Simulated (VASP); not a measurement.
# LiF in VASP: single point with PBE+D3(BJ)

Aim: the single point of LiF with PBE+D3(BJ).

Everything below comes from runs of VASP 6.6.1. Logs are shortened: lines on timing, memory, paths and dates and some standing lists are left out, and cuts for length are marked.

**1. The cell of the first run**

The cell holds a slab with vacuum, 32 atoms: a = 5.657 Å, b = 5.657 Å, c = 22.001 Å, α = 90.00°, β = 90.00°, γ = 90.00°.

**2. Single point, PBE+D3(BJ)**

The input, INCAR:

```
SYSTEM = LiF
PREC = Accurate
ENCUT = 520
EDIFF = 1E-6
ISMEAR = 0
SIGMA = 0.05
LREAL = Auto
LASPH = .True.
NELM = 100
ALGO = Normal
ISIF = 2
LWAVE = .False.
LCHARG = .True.
LDIPOL = .True.
IDIPOL = 3
DIPOL = 0.5 0.5 0.500
GGA = PE
IVDW = 12
LELF = .True.
LVHAR = .True.
LVACPOTAV = .True.
NBANDS = 102
```

The input, KPOINTS:

```
regular mesh
0
Gamma
  3 3 1
  0 0 0
```

The input, POSCAR:

```
LiF
1.0
    5.6574267954      0.0000000000      0.0000000000
    0.0000000000      5.6574267954      0.0000000000
    0.0000000000      0.0000000000     22.0006072766
Li F
16 16
Direct
    0.2500000000      0.2500000000      0.3636263263
    0.2500000000      0.7500000000      0.3636263263
    0.7500000000      0.2500000000      0.3636263263
    0.7500000000      0.7500000000      0.3636263263
    0.5000000000      0.5000000000      0.4545421088
    0.5000000000      0.0000000000      0.4545421088
    0.0000000000      0.5000000000      0.4545421088
    0.0000000000      0.0000000000      0.4545421088
    0.7500000000      0.7500000000      0.5460373649
    0.7500000000      0.2500000000      0.5460373649
    0.2500000000      0.7500000000      0.5460373649
    0.2500000000      0.2500000000      0.5460373649
    0.0000000000      0.0000000000      0.6352207914
    0.0000000000      0.5000000000      0.6352207914
    0.5000000000      0.0000000000      0.6352207914
    0.5000000000      0.5000000000      0.6352207914
    0.5000000000      0.5000000000      0.3636263263
    0.5000000000      0.0000000000      0.3636263263
    0.0000000000      0.5000000000      0.3636263263
    0.0000000000      0.0000000000      0.3636263263
    0.7500000000      0.7500000000      0.4545421088
    0.7500000000      0.2500000000      0.4545421088
    0.2500000000      0.7500000000      0.4545421088
    0.2500000000      0.2500000000      0.4545421088
    0.0000000000      0.0000000000      0.5454767079
    0.0000000000      0.5000000000      0.5454767079
    0.5000000000      0.0000000000      0.5454767079
    0.5000000000      0.5000000000      0.5454767079
    0.2500000000      0.2500000000      0.6385745181
    0.2500000000      0.7500000000      0.6385745181
    0.7500000000      0.2500000000      0.6385745181
    0.7500000000      0.7500000000      0.6385745181
```

Potentials or basis: VASP PAW PBE potentials, release 64 (Li_sv, F).

On the command line:

```console
$ cat potpaw_PBE.64/Li_sv/POTCAR potpaw_PBE.64/F/POTCAR > POTCAR
$ mpirun -np 1 vasp_std > vasp.out
```

OUTCAR:

```text
SYSTEM = LiF
   PREC = Accurate
   ENCUT = 520
   EDIFF = 1E-6
   ISMEAR = 0
   LREAL = Auto
   LASPH = .True.
   NELM = 100
   ISIF = 2
   GGA = PE
   IVDW = 12
 IVDW          = 12

 ion  position               nearest neighbor table
   1  0.250  0.250  0.364-  17 2.00  18 2.00  19 2.00  20 2.00  24 2.00
   2  0.250  0.750  0.364-  17 2.00  18 2.00  19 2.00  20 2.00  23 2.00
   3  0.750  0.250  0.364-  17 2.00  18 2.00  19 2.00  20 2.00  22 2.00
   4  0.750  0.750  0.364-  17 2.00  18 2.00  19 2.00  20 2.00  21 2.00
   5  0.500  0.500  0.455-  21 2.00  22 2.00  23 2.00  24 2.00  17 2.00  28 2.00
   6  0.500  0.000  0.455-  21 2.00  22 2.00  23 2.00  24 2.00  18 2.00  27 2.00
   7  0.000  0.500  0.455-  21 2.00  22 2.00  23 2.00  24 2.00  19 2.00  26 2.00
   8  0.000  0.000  0.455-  21 2.00  22 2.00  23 2.00  24 2.00  20 2.00  25 2.00
   9  0.750  0.750  0.546-  25 2.00  26 2.00  27 2.00  28 2.00  21 2.01  32 2.04
  10  0.750  0.250  0.546-  25 2.00  26 2.00  27 2.00  28 2.00  22 2.01  31 2.04
  11  0.250  0.750  0.546-  25 2.00  26 2.00  27 2.00  28 2.00  23 2.01  30 2.04
  12  0.250  0.250  0.546-  25 2.00  26 2.00  27 2.00  28 2.00  24 2.01  29 2.04
  13  0.000  0.000  0.635-  25 1.97  29 2.00  30 2.00  31 2.00  32 2.00
  14  0.000  0.500  0.635-  26 1.97  29 2.00  30 2.00  31 2.00  32 2.00
  15  0.500  0.000  0.635-  27 1.97  29 2.00  30 2.00  31 2.00  32 2.00
  16  0.500  0.500  0.635-  28 1.97  29 2.00  30 2.00  31 2.00  32 2.00
  17  0.500  0.500  0.364-   1 2.00   2 2.00   3 2.00   4 2.00   5 2.00
[... 22 lines left out ...]
 A1 = (   5.6574267954,   0.0000000000,   0.0000000000)
 A2 = (   0.0000000000,   5.6574267954,   0.0000000000)
 A3 = (   0.0000000000,   0.0000000000,  22.0006072766)

Analysis of symmetry for initial positions (statically):
=====================================================================
 Subroutine PRICEL returns following result:

  LATTYP: Found a simple tetragonal cell.
 ALAT       =     2.8287133977
 C/A-ratio  =     7.7776021051

  Lattice vectors:

 A1 = (   2.8287133977,   0.0000000000,   0.0000000000)
 A2 = (   0.0000000000,   2.8287133977,   0.0000000000)
 A3 = (   0.0000000000,   0.0000000000,  22.0006072766)

   4 primitive cells build up your supercell.

 Routine SETGRP: Setting up the symmetry group for a
 simple tetragonal supercell.

 Subroutine GETGRP returns: Found  8 space group operations
 (whereof  8 operations were pure point group operations)
 out of a pool of 16 trial point group operations.

The static configuration has the point symmetry C_4v.

Analysis of symmetry for dynamics (positions and initial velocities):
=====================================================================
 Subroutine PRICEL returns following result:

  LATTYP: Found a simple tetragonal cell.
 ALAT       =     2.8287133977
 C/A-ratio  =     7.7776021051

  Lattice vectors:

 A1 = (   2.8287133977,   0.0000000000,   0.0000000000)
 A2 = (   0.0000000000,   2.8287133977,   0.0000000000)
 A3 = (   0.0000000000,   0.0000000000,  22.0006072766)

   4 primitive cells build up your supercell.

 Routine SETGRP: Setting up the symmetry group for a
 simple tetragonal supercell.

 Subroutine GETGRP returns: Found  8 space group operations
 (whereof  8 operations were pure point group operations)
 out of a pool of 16 trial point group operations.

The dynamic configuration has the point symmetry C_4v.

 Subroutine INISYM returns: Found  8 space group operations
 (whereof  8 operations are pure point group operations),
 and found     4 'primitive' translations

----------------------------------------------------------------------------------------

                                     Primitive cell

  volume of cell :     176.0405

  direct lattice vectors                    reciprocal lattice vectors
     2.828713398  0.000000000  0.000000000     0.353517610  0.000000000  0.000000000
     0.000000000  2.828713398  0.000000000     0.000000000  0.353517610  0.000000000
     0.000000000  0.000000000 22.000607277     0.000000000  0.000000000  0.045453291

  length of vectors
     2.828713398  2.828713398 22.000607277     0.353517610  0.353517610  0.045453291

  position of ions in fractional coordinates (direct lattice)
     0.500000000  0.500000000  0.363626326
     0.000000000  0.000000000  0.454542109
     0.500000000  0.500000000  0.546037365
     0.000000000  0.000000000  0.635220791
     0.000000000  0.000000000  0.363626326
     0.500000000  0.500000000  0.454542109
     0.000000000  0.000000000  0.545476708
     0.500000000  0.500000000  0.638574518

  ion indices of the primitive-cell ions
   primitive index   ion index
                 1           1
                 2           5
                 3          12
                 4          13
                 5          17
                 6          24
                 7          25
                 8          29

----------------------------------------------------------------------------------------

 KPOINTS: regular mesh

Automatic generation of k-mesh.
 Grid dimensions read from file:
 generate k-points for:    3    3    1

 Generating k-lattice:

  Cartesian coordinates                     Fractional coordinates (reciprocal lattice)
     0.058919602  0.000000000  0.000000000     0.333333333  0.000000000  0.000000000
     0.000000000  0.058919602  0.000000000     0.000000000  0.333333333  0.000000000
     0.000000000  0.000000000  0.045453291     0.000000000  0.000000000  1.000000000

  Length of vectors
     0.058919602  0.058919602  0.045453291

  Shift w.r.t. Gamma in fractional coordinates (k-lattice)
     0.000000000  0.000000000  0.000000000

 Subroutine IBZKPT returns following result:
 ===========================================

 Found      3 irreducible k-points:

 Following reciprocal coordinates:
            Coordinates               Weight
  0.000000  0.000000  0.000000      1.000000
  0.333333  0.000000  0.000000      4.000000
  0.333333  0.333333  0.000000      4.000000
   k-points           NKPTS =      3   k-points in BZ     NKDIM =      3   number of bands    NBANDS=    102
   number of dos      NEDOS =    301   number of ions     NIONS =     32
   total plane-waves  NPLWV = 296352
   dimension x,y,z NGX =    42 NGY =   42 NGZ =  168
   dimension x,y,z NGXF=    84 NGYF=   84 NGZF=  336
   ions per type =              16  16
   NGX,Y,Z   is equivalent  to a cutoff of  12.34, 12.34, 12.69 a.u.
   NGXF,Y,Z  is equivalent  to a cutoff of  24.68, 24.68, 25.39 a.u.
 SYSTEM =  LiF
   PREC   = accura    normal or accurate (medium, high low for compatibility)
   ISTART =      0    job   : 0-new  1-cont  2-samecut
   ICHARG =      2    charge: 1-file 2-atom 10-const
   ISPIN  =      1    spin polarized calculation?
   LNONCOLLINEAR =      F non collinear calculations
   LSORBIT =      F    spin-orbit coupling
   LASPH  =      T    aspherical Exc in radial PAW
   ENCUT  =  520.0 eV  38.22 Ry    6.18 a.u.  10.52 10.52 40.91*2*pi/ulx,y,z
   NELM   =    100;   NELMIN=  2; NELMDL= -5     # of ELM steps
   EDIFF  = 0.1E-05   stopping-criterion for ELM
   LREAL  =      T    real-space projection
   EDIFFG = 0.1E-04   stopping-criterion for IOM
   NSW    =      0    number of steps for IOM
   IBRION =     -1    ionic relax: 0-MD 1-quasi-New 2-CG
   NFREE  =      0    steps in history (QN), initial steepest desc. (CG)
   ISIF   =      2    stress and relaxation
   ISYM   =      2    0-nonsym 1-usesym 2-fastsym
   POTIM  = 0.5000    time-step for ionic-motion
   TEBEG  =    0.0;   TEEND  =   0.0 temperature during run
   PSTRESS=    0.0 pullay stress
   NELECT =     160.0000    total number of electrons
   NUPDOWN=      -1.0000    fix difference up-down
   EMIN   =  10.00;   EMAX   =-10.00  energy-range for DOS
   EFERMI =   0.00;   METHOD = LEGACY
   ISMEAR =     0;   SIGMA  =   0.05  broadening in eV -4-tet -1-fermi 0-gaus
   EFERMI_NEDOS =   21; number of points for ismear=-14 and -15
   IALGO  =     38    algorithm
   IMIX   =      4    mixing-type and parameters
     AMIX     =   0.40;   BMIX     =  1.00
     AMIX_MAG =   1.60;   BMIX_MAG =  1.00
  volume/ion in A,a.u.               =      22.01       148.50
  Fermi-wavevector in a.u.,A,eV,Ry     =   0.998981  1.887801 13.578116  0.997963
  Thomas-Fermi vector in A             =   2.131241
   LORBIT       =      0    0 simple, 1 ext, 2 COOP (PROOUT), +10 PAW based schemes
   GGA     = PE    functional components
   LHFCALC =     F    Hartree Fock is set to
   AEXX    =    0.0000 exact exchange contribution
   IVDW    =    12    specifies the selected vdW correction
   LEPSILON=     F    determine dielectric tensor
   LRPA    =     F    only Hartree local field effects (RPA)
 non-spin polarized calculation
 Gauss-broadening in eV      SIGMA  =   0.05
  energy-cutoff  :      520.00
  volume of cell :      704.16
 maximum number of plane-waves:     19021
 NGX is ok and might be reduce to    42
   NGX = 21   NGY = 21   NGZ = 81

 number of electron     159.9999795 magnetization

 dipolmoment           0.000000      0.000000      0.118868 electrons x Angstroem

 Free energy of the ion-electron system (eV)
  ---------------------------------------------------
  ext. energy  EPLUGINS =         0.00000000
  ---------------------------------------------------
  free energy    TOTEN  =      -153.05804794 eV

  energy without entropy =     -153.05804794  energy(sigma->0) =     -153.05804794

 E-fermi :  -4.6423     XC(G=0):  -4.2104

 val. band max:       -4.9461530673   @ k =   0.0000   0.0000   0.0000
 cond. band min:       1.3456463627   @ k =   0.0000   0.0000   0.0000
 fundamental gap:      6.2917994301
 Fermi energy:        -4.6422996030

 k-point     1 :       0.0000    0.0000    0.0000
  band No.  band energies     occupation
      1     -46.3588      2.00000
      2     -46.3363      2.00000
      3     -46.3363      2.00000
      4     -46.3193      2.00000
      5     -46.0769      2.00000
      6     -46.0484      2.00000
[... 274 lines left out ...]
     91       5.2425      0.00000
     92       5.4412      0.00000
 [bands above 92 left out]

------------------------ aborting loop because EDIFF is reached ----------------------------------------

 Edisp (eV)   -4.33979

 E8    (eV) :    -1.6510

  FORCE on cell =-STRESS in cart. coord.  units (eV):
  Direction    XX          YY          ZZ          XY          YZ          ZX
  --------------------------------------------------------------------------------------
  -------------------------------------------------------------------------------------
  Total      -5.46261    -5.46261    -0.06287     0.00000     0.00000     0.00000
  in kB     -12.42905   -12.42905    -0.14306     0.00000     0.00000     0.00000
  external pressure =       -8.33 kB  Pullay stress =        0.00 kB

 VOLUME and BASIS-vectors are now :
 -----------------------------------------------------------------------------
  energy-cutoff  :      520.00
  volume of cell :      704.16
      direct lattice vectors                 reciprocal lattice vectors
     5.657426795  0.000000000  0.000000000     0.176758805  0.000000000  0.000000000
     0.000000000  5.657426795  0.000000000     0.000000000  0.176758805  0.000000000
     0.000000000  0.000000000 22.000607277     0.000000000  0.000000000  0.045453291

 POSITION                                       TOTAL-FORCE (eV/Angst)
 -----------------------------------------------------------------------------------
      1.41436      1.41436      8.00000        -0.000000     -0.000000      0.323953
      1.41436      4.24307      8.00000        -0.000000      0.000000      0.323953
      4.24307      1.41436      8.00000        -0.000000     -0.000000      0.323953
      4.24307      4.24307      8.00000        -0.000000      0.000000      0.323953
      2.82871      2.82871     10.00020        -0.000000     -0.000000      0.016474
      2.82871      0.00000     10.00020        -0.000000      0.000000      0.016474
[... 24 lines left out ...]
      4.24307      1.41436     14.04903        -0.000000     -0.000000      0.002603
      4.24307      4.24307     14.04903        -0.000000      0.000000      0.002603
 -----------------------------------------------------------------------------------
    total drift:                                0.000000      0.000000     -0.020891

  FREE ENERGIE OF THE ION-ELECTRON SYSTEM (eV)
  ---------------------------------------------------
  free  energy   TOTEN  =      -157.3978342216 eV

  energy  without entropy=     -157.3978342216  energy(sigma->0) =     -157.39783422

 vacuum level on the upper side and lower side of the slab         2.758         2.087
```

It took 12 min on 1 thread of Oxide Virtual Turin-like, shared host; peak memory 0.59 GiB.

Results:

```yaml
Free_energy: -157.3978 eV
Largest_force: 0.385 eV/Å
Band_gap_on_the_k_mesh: 6.29 eV
Dispersion_energy_per_atom: -0.136 eV
```

Forces in eV/Å, atoms in the order of the input:
```
Li   0.000  0.000  0.324
Li   0.000  0.000  0.324
Li   0.000  0.000  0.324
Li   0.000  0.000  0.324
Li   0.000  0.000  0.016
Li   0.000  0.000  0.016
Li   0.000  0.000  0.016
Li   0.000  0.000  0.016
Li   0.000  0.000 -0.018
Li   0.000  0.000 -0.018
Li   0.000  0.000 -0.018
Li   0.000  0.000 -0.018
Li   0.000  0.000  0.011
Li   0.000  0.000  0.011
Li   0.000  0.000  0.011
Li   0.000  0.000  0.011
F    0.000  0.000 -0.385
F    0.000  0.000 -0.385
F    0.000  0.000 -0.385
F    0.000  0.000 -0.385
F    0.000  0.000  0.018
F    0.000  0.000  0.018
F    0.000  0.000  0.018
F    0.000  0.000  0.018
F    0.000  0.000  0.031
F    0.000  0.000  0.031
F    0.000  0.000  0.031
F    0.000  0.000  0.031
F    0.000  0.000  0.003
F    0.000  0.000  0.003
F    0.000  0.000  0.003
F    0.000  0.000  0.003
```

Caveat: the cutoff is under 1.25 times the usual one of these potentials, so pressure, stress and relaxed cells hold a basis-set (Pulay) error.
